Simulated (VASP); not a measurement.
# Si in VASP: a series of runs, part 2 of 3

VASP 6.6.1.

**3. Single point, PBE**

This run uses another cell than the first one, of 20.43 Å³/atom.

INCAR reads:

```
PREC = Accurate
ENCUT = 520
EDIFF = 1E-6
ISMEAR = 0
SIGMA = 0.1
LREAL = Auto
LASPH = T
NELM = 60
ALGO = Normal
ISIF = 2
LWAVE = F
LCHARG = T
GGA = PE
LELF = T
LVHAR = T
NBANDS = 46
```

KPOINTS reads:

```
Automatic mesh
0
Gamma
  6 6 1
```

POSCAR reads:

```
Si
1.0
    3.8656289401     -0.0000000031      0.0000000000
   -1.9328144674      3.3477328653      0.0000000000
    0.0000000000      0.0000000000     25.2600936997
Si
16
Direct
    0.3333333333      0.6666666667      0.2027855128
    0.6666666667      0.3333333333      0.7027855128
    0.3333333333      0.6666666667      0.5779378288
    0.6666666667      0.3333333333      0.0779378288
    0.0000000000      0.0000000000      0.9531587427
    0.0000000000      0.0000000000      0.4531587427
    0.3333333333      0.6666666667      0.8284556726
    0.6666666667      0.3333333333      0.3284556726
    0.3333333333      0.6666666667      0.9220621712
    0.6666666667      0.3333333333      0.4220621712
    0.0000000000      0.0000000000      0.0468412573
    0.0000000000      0.0000000000      0.5468412573
    0.3333333333      0.6666666667      0.2972144872
    0.6666666667      0.3333333333      0.7972144872
    0.3333333333      0.6666666667      0.6715443274
    0.6666666667      0.3333333333      0.1715443274
```

Potentials or basis: VASP PAW PBE potentials, release 64 (Si).

Launch:

```sh
> cat potpaw_PBE.64/Si/POTCAR > POTCAR
> mpirun -np 1 vasp_std > vasp.out
```

Wall time 86 s (1 thread of Intel Xeon 6975P-C (Granite Rapids), shared host); peak memory 0.39 GiB.

It converged, with:

```
Free energy            : -86.6835 eV
Pressure               : 0.0 GPa
Largest force          : 0.009 eV/Å
Band gap on the k mesh : 0.65 eV (least direct gap 1.31 eV)
```

Forces on the atoms (eV/Å):
```
Si   0.000  0.000  0.000
Si   0.000  0.000  0.000
Si   0.000  0.000  0.009
Si   0.000  0.000  0.009
Si   0.000  0.000  0.009
Si   0.000  0.000  0.009
Si   0.000  0.000  0.004
Si   0.000  0.000  0.004
Si   0.000  0.000 -0.009
Si   0.000  0.000 -0.009
Si   0.000  0.000 -0.009
Si   0.000  0.000 -0.009
Si   0.000  0.000  0.000
Si   0.000  0.000  0.000
Si   0.000  0.000 -0.004
Si   0.000  0.000 -0.004
```

Stress tensor (GPa, compression positive):
```
-0.01  0.00  0.00
 0.00 -0.01  0.00
 0.00  0.00  0.09
```

Levels at points of the mesh, in eV from the valence-band top:
| k point | band 28 | band 29 | band 30 | band 31 | band 32 | band 33 | band 34 | band 35 | band 36 | band 37 |
| --- | --- | --- | --- | --- | --- | --- | --- | --- | --- | --- |
| (0.00, 0.00, 0.00) | -0.25 | -0.25 | -0.05 | 0.00 | 0.00 | 1.31 | 1.38 | 1.56 | 1.82 | 1.99 |
| (0.50, 0.00, 0.00) | -1.86 | -1.59 | -1.58 | -1.50 | -1.23 | 0.65 | 0.79 | 0.89 | 0.96 | 1.12 |

Caveat: an odd mesh through Γ misses points on the zone boundary, where band edges can lie.

**4. Single point, PBE**

This run uses another cell than the first one, of 20.44 Å³/atom.

INCAR reads:

```
  ALGO = Normal
  EDIFF = 1E-6
  ENCUT = 520
  GGA = PE
  ISIF = 2
  ISMEAR = 0
  LASPH = True
  LCHARG = False
  LREAL = Auto
  LWAVE = False
  NBANDS = 46
  NELM = 60
  PREC = Accurate
  SIGMA = 0.1
```

KPOINTS reads:

```
k-points
0
Gamma
  6 6 1
```

POSCAR reads:

```
Si
1.0
    3.8635325314      0.0000000000      0.0000000000
   -1.9317662657      3.3459173205      0.0000000000
    0.0000000000      0.0000000000     25.3024504907
Si
16
Direct
    0.3333333333      0.6666666667      0.2028529520
    0.6666666667      0.3333333333      0.7028529520
    0.3333333333      0.6666666667      0.5780204367
    0.6666666667      0.3333333333      0.0780204367
    0.0000000000      0.0000000000      0.9532122846
    0.0000000000      1.0000000000      0.4532122846
    0.3333333333      0.6666666667      0.8284828332
    0.6666666667      0.3333333333      0.3284828332
    0.3333333333      0.6666666667      0.9219795633
    0.6666666667      0.3333333333      0.4219795633
    0.0000000000      1.0000000000      0.0467877154
    0.0000000000      0.0000000000      0.5467877154
    0.3333333333      0.6666666667      0.2971470480
    0.6666666667      0.3333333333      0.7971470480
    0.3333333333      0.6666666667      0.6715171668
    0.6666666667      0.3333333333      0.1715171668
```

Potentials or basis: VASP PAW PBE potentials, release 64 (Si).

Launch:

```sh
> cat potpaw_PBE.64/Si/POTCAR > POTCAR
> mpirun -np 1 vasp_std > vasp.out
```

OUTCAR:

```text
EDIFF = 1E-6
   ENCUT = 520
   GGA = PE
   ISIF = 2
   ISMEAR = 0
   LASPH = True
   LREAL = Auto
   NELM = 60
   PREC = Accurate

 ion  position               nearest neighbor table
   1  0.333  0.667  0.203-  16 2.37  16 2.37  16 2.37  13 2.39
   2  0.667  0.333  0.703-  15 2.37  15 2.37  15 2.37  14 2.39
   3  0.333  0.667  0.578-  15 2.37  12 2.37  12 2.37  12 2.37
   4  0.667  0.333  0.078-  16 2.37  11 2.37  11 2.37  11 2.37
   5  0.000  0.000  0.953-   9 2.37   9 2.37   9 2.37  11 2.37
   6  0.000  0.000  0.453-  10 2.37  10 2.37  10 2.37  12 2.37
[... 8 lines left out ...]
  15  0.333  0.667  0.672-   3 2.37   2 2.37   2 2.37   2 2.37
  16  0.667  0.333  0.172-   4 2.37   1 2.37   1 2.37   1 2.37

  LATTYP: Found a hexagonal cell.
 ALAT       =     3.8635325314
 C/A-ratio  =     6.5490455393

  Lattice vectors:

 A1 = (   3.8635325314,   0.0000000000,   0.0000000000)
 A2 = (  -1.9317662657,   3.3459173205,   0.0000000000)
 A3 = (   0.0000000000,   0.0000000000,  25.3024504907)

Analysis of symmetry for initial positions (statically):
[... 191 lines left out ...]
 Fermi energy:         6.0018326725

 k-point     1 :       0.0000    0.0000    0.0000
  band No.  band energies     occupation
      1      -6.2007      2.00000
      2      -6.0069      2.00000
      3      -5.9939      2.00000
      4      -5.4209      2.00000
      5      -5.4130      2.00000
      6      -4.5450      2.00000
[... 318 lines left out ...]
     43       9.5840      0.00000
     44      10.2563      0.00000
 [bands above 44 left out]

------------------------ aborting loop because EDIFF is reached ----------------------------------------

  FORCE on cell =-STRESS in cart. coord.  units (eV):
  Direction    XX          YY          ZZ          XY          YZ          ZX
  --------------------------------------------------------------------------------------
  -------------------------------------------------------------------------------------
  Total        0.0687721      0.0687721     -0.3006878      0.0000000      0.0000000      0.0000000
  in kB        0.3368687      0.3368687     -1.4728687      0.0000000      0.0000000      0.0000000
  external PRESSURE =      -0.2663771 kB  Pullay stress =       0.0000000 kB

 VOLUME and BASIS-vectors are now :
 -----------------------------------------------------------------------------
  energy-cutoff  :      520.00
  volume of cell :      327.09
      direct lattice vectors                 reciprocal lattice vectors
     3.863532531  0.000000000  0.000000000     0.258830485  0.149435850  0.000000000
    -1.931766266  3.345917320  0.000000000     0.000000000  0.298871701  0.000000000
     0.000000000  0.000000000 25.302450491     0.000000000  0.000000000  0.039521864

 POSITION                                       TOTAL-FORCE (eV/Angst)
 -----------------------------------------------------------------------------------
     -0.00000      2.23061      5.13268        -0.000000      0.000000     -0.014470
      1.93177      1.11531     17.78390        -0.000000     -0.000000     -0.014470
     -0.00000      2.23061     14.62533         0.000000      0.000000     -0.010470
      1.93177      1.11531      1.97411         0.000000      0.000000     -0.010470
      0.00000      0.00000     24.11861         0.000000     -0.000000     -0.008620
      0.00000      0.00000     11.46738        -0.000000      0.000000     -0.008620
[... 8 lines left out ...]
     -0.00000      2.23061     16.99103         0.000000     -0.000000      0.006281
      1.93177      1.11531      4.33980        -0.000000      0.000000      0.006281
 -----------------------------------------------------------------------------------
    total drift:                               -0.000000     -0.000000     -0.000000

  FREE ENERGIE OF THE ION-ELECTRON SYSTEM (eV)
  ---------------------------------------------------
  free  energy   TOTEN  =       -86.6833364265 eV

  energy  without entropy=      -86.6833362423  energy(sigma->0) =      -86.68333633
```

OSZICAR:

```text
N       E                     dE             d eps       ncg     rms          rms(c)
DAV:   1     0.154140498535E+03    0.15414E+03   -0.24082E+04   644   0.114E+03
DAV:   2    -0.748061598650E+02   -0.22895E+03   -0.21617E+03   810   0.168E+02
DAV:   3    -0.877799812745E+02   -0.12974E+02   -0.12787E+02   834   0.358E+01
DAV:   4    -0.880368048597E+02   -0.25682E+00   -0.25576E+00   824   0.637E+00
DAV:   5    -0.880434823298E+02   -0.66775E-02   -0.66726E-02   824   0.953E-01    0.135E+01
DAV:   6    -0.871054167026E+02    0.93807E+00   -0.48207E-01   776   0.203E+00    0.824E+00
DAV:   7    -0.866744832626E+02    0.43093E+00   -0.10794E+00   748   0.315E+00    0.496E-01
DAV:   8    -0.866808674330E+02   -0.63842E-02   -0.65895E-02   768   0.853E-01    0.191E-01
DAV:   9    -0.866826739793E+02   -0.18065E-02   -0.27799E-03   856   0.205E-01    0.153E-01
DAV:  10    -0.866832813262E+02   -0.60735E-03   -0.64117E-04   744   0.869E-02    0.352E-02
DAV:  11    -0.866833323422E+02   -0.51016E-04   -0.79762E-05   784   0.349E-02    0.766E-03
DAV:  12    -0.866833366155E+02   -0.42733E-05   -0.66252E-06   808   0.912E-03    0.354E-03
DAV:  13    -0.866833364265E+02    0.18902E-06   -0.71894E-07   544   0.314E-03
   1 F= -.86683336E+02 E0= -.86683336E+02  d E =-.184117E-06
```

Wall time 84 s (1 thread of Intel Xeon 6975P-C (Granite Rapids), shared host); peak memory 0.39 GiB.

Results:

```
Free energy            : -86.6833 eV
Pressure               : 0.0 GPa
Largest force          : 0.014 eV/Å
Band gap on the k mesh : 0.65 eV (least direct gap 1.32 eV)
```

Forces on the atoms (eV/Å):
```
Si   0.000  0.000 -0.014
Si   0.000  0.000 -0.014
Si   0.000  0.000 -0.010
Si   0.000  0.000 -0.010
Si   0.000  0.000 -0.009
Si   0.000  0.000 -0.009
Si   0.000  0.000 -0.006
Si   0.000  0.000 -0.006
Si   0.000  0.000  0.010
Si   0.000  0.000  0.010
Si   0.000  0.000  0.009
Si   0.000  0.000  0.009
Si   0.000  0.000  0.014
Si   0.000  0.000  0.014
Si   0.000  0.000  0.006
Si   0.000  0.000  0.006
```

Caveat: an odd mesh through Γ misses points on the zone boundary, where band edges can lie.

**5. Relaxation of cell and atoms, PBE**

INCAR reads:

```
SYSTEM = Si
PREC = Accurate
ENCUT = 600
EDIFF = 1E-7
ISMEAR = 0
SIGMA = 0.1
LREAL = Auto
LASPH = .TRUE.
NELM = 80
ALGO = Normal
ISIF = 3
LWAVE = .FALSE.
LCHARG = .FALSE.
GGA = PE
IBRION = 2
NSW = 90
EDIFFG = -0.04
```

KPOINTS reads:

```
regular mesh
0
G
  6 6 1
  0 0 0
```

POSCAR reads:

```
Si
1.0
    3.6231943700      0.0000000000      0.0000000000
   -1.8115971800      3.1377783700      0.0000000000
    0.0000000000      0.0000000000     23.7066818500
Si
16
Direct
    0.3333333300      0.6666666700      0.2029999900
    0.6666666700      0.3333333300      0.7029999900
    0.3333333300      0.6666666700      0.5779999900
    0.6666666700      0.3333333300      0.0779999900
    0.0000000000      0.0000000000      0.9529999900
    0.0000000000      0.0000000000      0.4529999900
    0.3333333300      0.6666666700      0.8279999900
    0.6666666700      0.3333333300      0.3279999900
    0.3333333300      0.6666666700      0.9220000100
    0.6666666700      0.3333333300      0.4220000100
    0.0000000000      0.0000000000      0.0470000100
    0.0000000000      0.0000000000      0.5470000100
    0.3333333300      0.6666666700      0.2970000100
    0.6666666700      0.3333333300      0.7970000100
    0.3333333300      0.6666666700      0.6720000100
    0.6666666700      0.3333333300      0.1720000100
```

Launch:

```sh
> cat potpaw_PBE.64/Si/POTCAR > POTCAR
> mpirun -np 1 vasp_std > vasp.out
```

Run time: 8.8 min. Hardware: 1 thread of Intel Xeon 6975P-C (Granite Rapids), shared host; peak memory 0.44 GiB.

The run converged. Its results:

```yaml
Free_energy: -86.6765 eV
Relaxed_volume: 20.45 Å³/atom
Relaxed_cell: a = 3.867 Å, b = 3.867 Å, c = 25.271 Å, α = 90.00°, β = 90.00°, γ = 120.00°
Space_group_after_relaxing_to_0.1_Å: P6_3/mmc (No. 194)
Energy_gained_by_relaxing: 245.1 meV/atom
Ionic_steps: 8
Pressure_after_relaxing: -0.1 GPa
Largest_force_after_relaxing: 0.028 eV/Å
Band_gap_on_the_k_mesh: 0.65 eV (least direct gap 1.30 eV)
```

Forces on the atoms (eV/Å):
```
Si   0.000  0.000 -0.013
Si   0.000  0.000 -0.013
Si   0.000  0.000 -0.012
Si   0.000  0.000 -0.012
Si   0.000  0.000  0.011
Si   0.000  0.000  0.011
Si   0.000  0.000  0.028
Si   0.000  0.000  0.028
Si   0.000  0.000  0.012
Si   0.000  0.000  0.012
Si   0.000  0.000 -0.011
Si   0.000  0.000 -0.011
Si   0.000  0.000  0.013
Si   0.000  0.000  0.013
Si   0.000  0.000 -0.028
Si   0.000  0.000 -0.028
```

Step by step:
```
step  energy change (eV)  largest force (eV/Å)  pressure (GPa)  volume (Å³)
   1              0.0000                0.2045           25.76       269.52
   2             -1.4936                0.1214          -10.57       389.54
   3             -3.9182                0.0731           -0.33       328.14
   4             -3.9196                0.0705            0.00       326.89
   5             -3.9184                0.0702            0.33       325.67
   6             -3.9195                0.0636            0.32       325.76
   7             -3.9197                0.0474            0.32       325.73
   8             -3.9211                0.0280           -0.07       327.20
```

Final structure:
```
Si
1.0
     3.86659    0.00000    0.00000
    -1.93330    3.34857    0.00000
     0.00000    0.00000   25.27133
Si
16
Direct
  0.33333 0.66667 0.20285
  0.66667 0.33333 0.70285
  0.33333 0.66667 0.57809
  0.66667 0.33333 0.07809
  0.00000 0.00000 0.95311
  0.00000 0.00000 0.45311
  0.33333 0.66667 0.82831
  0.66667 0.33333 0.32831
  0.33333 0.66667 0.92191
  0.66667 0.33333 0.42191
  0.00000 0.00000 0.04689
  0.00000 0.00000 0.54689
  0.33333 0.66667 0.29715
  0.66667 0.33333 0.79715
  0.33333 0.66667 0.67169
  0.66667 0.33333 0.17169
```

Levels at points of the mesh, in eV from the valence-band top:
| k point | band 28 | band 29 | band 30 | band 31 | band 32 | band 33 | band 34 | band 35 | band 36 | band 37 |
| --- | --- | --- | --- | --- | --- | --- | --- | --- | --- | --- |
| (0.00, 0.00, 0.00) | -0.25 | -0.25 | -0.05 | 0.00 | 0.00 | 1.30 | 1.37 | 1.57 | 1.83 | 1.99 |
| (0.50, 0.00, 0.00) | -1.86 | -1.59 | -1.58 | -1.50 | -1.23 | 0.65 | 0.78 | 0.90 | 0.96 | 1.12 |

Caveat: the volume moved by over 15 % at a fixed basis, so the end points are rough; an odd mesh through Γ misses points on the zone boundary, where band edges can lie.

(Part 2 of 3 ends here.)
